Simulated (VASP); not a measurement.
MoS2: single point with r2SCAN

Crystal: MoS2.

```
Mo S
1.0
     3.17096    0.00000    0.00000
    -1.58548    2.74613    0.00000
     0.00000    0.00000    6.76099
Mo S
1 2
Direct
  0.00000 0.00000 0.00000
  0.33333 0.66667 0.23009
  0.33333 0.66667 0.76991
```

This cell differs from its parent crystal: uniaxial z strain -0.7%.

```yaml
Program: VASP 6.6.1
Task: single point
Functional: r2SCAN
Potentials_or_basis: VASP PAW PBE potentials, release 64 (Mo_sv, S)
Cutoff: 520 eV
k_mesh: 12 × 12 × 4
Occupations: gaussian, width 0.01 eV
Spin: no spin polarisation
```

- Pressure: 1.2 GPa
- Largest force: 0.038 eV/Å
- Band gap on the k mesh: 1.33 eV (least direct gap 1.79 eV)

Forces in eV/Å, atoms in the order of the input:
```
Mo   0.000  0.000  0.000
S    0.000  0.000 -0.038
S    0.000  0.000  0.038
```

Stress tensor (GPa, compression positive):
```
1.20 0.00 0.00
0.00 1.20 0.00
0.00 0.00 1.12
```

Levels at points of the mesh, in eV from the valence-band top:
```csv
k point,band 9,band 10,band 11,band 12,band 13,band 14,band 15,band 16,band 17,band 18
"(0.00, 0.00, 0.00)",-3.25,-2.08,-2.08,-1.67,-0.82,2.54,2.54,2.72,2.72,6.20
"(0.50, 0.00, 0.00)",-4.93,-3.83,-2.13,-1.58,-1.28,1.96,2.41,4.05,4.22,5.50
"(0.00, 0.00, 0.50)",-3.25,-3.00,-2.10,-2.10,0.00,2.48,2.48,2.80,2.80,6.44
"(0.50, 0.00, 0.50)",-4.59,-3.85,-2.84,-1.52,-0.94,1.97,2.56,3.46,4.06,6.88
```

It took 5.2 min on 1 thread of Intel Xeon 8259CL (shared host), peak memory 0.21 GiB.

Caveat: the cell differs from its parent crystal (uniaxial z strain -0.7%); the PAW data sets were made with another functional, which shifts forces and pressure a little. A k mesh can miss the band edges.
